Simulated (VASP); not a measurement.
Runs of VASP 6.6.1 on TiB2. It takes space group P6/mmm (No. 191, hexagonal). The conventional cell has a = 3.029 Å, b = 3.029 Å, c = 3.228 Å, α = 90.00°, β = 90.00°, γ = 120.00°. Ti (site symmetry 6/mmm) has 12 B at 2.38 Å and 6 Ti at 3.03 Å within 3.1 Å. Within 2.4 Å of B (site symmetry -6m2) lie 3 B at 1.75 Å and 6 Ti at 2.38 Å. 

```tsv
level	potentials or basis	U	k mesh	cutoff (eV)	grid for exact exchange (PRECFOCK)	share of exact exchange	screening parameter	gap on the mesh (eV)	pressure (GPa)
LDA+U	VASP PAW LDA potentials, release 64 (Ti_sv, B_h)	Ti d U = 5.0 eV	10 × 10 × 8	1230	-	-	-	none	-0.6
r2SCAN0	VASP PAW PBE potentials, release 64 (Ti_sv, B)	-	6 × 6 × 5	520	Normal	0.25	-	none	(b)
LDA+U	VASP PAW LDA potentials, release 64 (Ti_sv, B_h)	Ti d U = 4.0 eV	10 × 10 × 8	1230	-	-	-	none	-2.7
PBE0	VASP PAW PBE potentials, release 64 (Ti_sv, B)	-	5 × 5 × 4	520	Normal	0.25	-	none	-5.2
PBEsol-based global hybrid with 25 % exact exchange	VASP PAW PBE potentials, release 64 (Ti_sv, B)	-	5 × 5 × 4	520	Normal	0.25	-	none	-8.8
B3LYP	VASP PAW PBE potentials, release 64 (Ti_sv, B)	-	5 × 5 × 4	520	Normal	0.2	-	none	0.5
HSE06	VASP PAW PBE potentials, release 64 (Ti_sv, B)	-	5 × 5 × 4	520	Normal	0.25	0.2079 1/Å	none	(a)
```

Alike in all rows: task single point; no spin polarisation; cell as given; smearing fermi-dirac 0.05 eV.

Task: Fill in the values left out.

Result: (a) -4.6; (b) -5.1.

Caveats: some runs use coarse meshes; the PAW data sets were made with another functional, which shifts forces and pressure a little (at least some runs); U without spin polarisation on a metal has little footing (at least some runs); the U is typed as a test and isn't derived for this compound (at least some runs).

A gap of «none» marks levels without a gap at the run's occupations.
